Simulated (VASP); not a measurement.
Write the native input for VASP 6.6.1 that does the following.

| Quantity | Value |
| --- | --- |
| Task | single point |
| Functional | PBE |
| Potentials or basis | VASP PAW PBE potentials, release 64 (Ru_pv, Pr, Ga_d) |
| Cutoff | 520 eV |
| k mesh | 4 × 4 × 3 |
| Occupations | fermi-dirac, width 0.01 eV |
| Spin | collinear spin, ferromagnetic start |
| Starting moments | [0.0, 0.0, -2.2, -2.2, 0.0, 0.0] μB |
| Dipole correction | no |
| Further INCAR settings | ALGO = Normal; EDIFF = 1e-06; NBANDS = 53 |

The structure of PrGaRu lies in POSCAR:

```
PrGaRu
1.0
    4.1923380200      0.0000000000      0.0000000000
    0.0000000000      4.1923380200      0.0000000000
    0.0000000000      0.0000000000      6.8805548800
Ru Pr Ga
2 2 2
Direct
    0.7500000000      0.2500000000      0.0000000000
    0.2500000000      0.7500000000      0.0000000000
    0.2500000000      0.2500000000      0.6760000000
    0.7500000000      0.7500000000      0.3240000000
    0.2500000000      0.2500000000      0.1730000000
    0.7500000000      0.7500000000      0.8270000000
```

One way to write it, as run:

INCAR

```
PREC = Accurate
ENCUT = 520
EDIFF = 1E-6
ISMEAR = -1
SIGMA = 0.01
LREAL = F
LASPH = T
NELM = 150
ALGO = Normal
ISIF = 2
LWAVE = F
LCHARG = T
ISPIN = 2
MAGMOM = 0 0 -2.2 -2.2 0 0
LORBIT = 11
LMAXMIX = 6
GGA = PE
LELF = T
LVHAR = T
NBANDS = 53
```

KPOINTS

```
Automatic mesh
0
Gamma
  4 4 3
```

Potentials or basis: VASP PAW PBE potentials, release 64 (Ru_pv, Pr, Ga_d).

Run with:

```bash
$ cat potpaw_PBE.64/Ru_pv/POTCAR potpaw_PBE.64/Pr/POTCAR potpaw_PBE.64/Ga_d/POTCAR > POTCAR
$ mpirun -np 1 vasp_std > vasp.out
```

It gave:

| Property | Result |
| --- | --- |
| Pressure | 10.4 GPa |
| Largest force | 1.981 eV/Å |
| Net moment | -4.61 μB per cell |
| Site moments | Ru +0.20; Pr -2.04; Ga +0.02 μB |
| Valence electrons inside the program's atomic spheres | Ru 12.83; Pr 9.99; Ga 11.97 |

Caveat: the k points lie up to 0.37 Å⁻¹ apart; the magnetic or orbital state may not be the lowest; forces of over 1 eV/Å act on the atoms, so gaps and moduli don't describe the material at rest.

It took 4.6 min on 1 thread of Intel(R) Xeon(R) 6975P-C (Granite Rapids), with other jobs on the host, peak memory 0.35 GiB.
